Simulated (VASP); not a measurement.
A run of VASP 6.6.1 is set up as follows.

Contents of INCAR:

```
SYSTEM = LaB6
  PREC = Accurate
  ENCUT = 520
  EDIFF = 1E-6
  ISMEAR = 0
  SIGMA = 0.1
  LREAL = .False.
  LASPH = .True.
  NELM = 100
  ALGO = Normal
  ISIF = 2
  LWAVE = .False.
  LCHARG = .True.
  GGA = PE
  LELF = .True.
  LVHAR = .True.
  NBANDS = 24
```

The input KPOINTS:

```
regular mesh
0
Gamma
  4 4 4
  0 0 0
```

The input POSCAR:

```
LaB6
1.0
    4.1374420000      0.0000000000      0.0000000000
    0.0000000000      4.1374420000      0.0000000000
    0.0000000000      0.0000000000      4.1374420000
La B
1 6
Direct
   -0.0111767126      0.0096385641     -0.0059517451
    0.5078565452      0.5219401263      0.2193838608
    0.5217675559      0.5127912367      0.8149124507
    0.2122985652      0.5073325499      0.4988367209
    0.8127263174      0.5104794218      0.5093514302
    0.5282065585      0.2133233529      0.5219949911
    0.5064179752      0.8120947677      0.5144780277
```

Potentials or basis: VASP PAW PBE potentials, release 64 (La, B).

Command:

```sh
$ cat potpaw_PBE.64/La/POTCAR potpaw_PBE.64/B/POTCAR > POTCAR
$ mpirun -np 1 vasp_std > vasp.out
```

(1) Predict the pressure.

(2) Estimate the largest force.

Answers

(1) 3.5 GPa.

(2) 1.410 eV/Å.

Caveat: the k points lie up to 0.38 Å⁻¹ apart; forces of over 1 eV/Å act on the atoms, so gaps and moduli don't describe the material at rest.
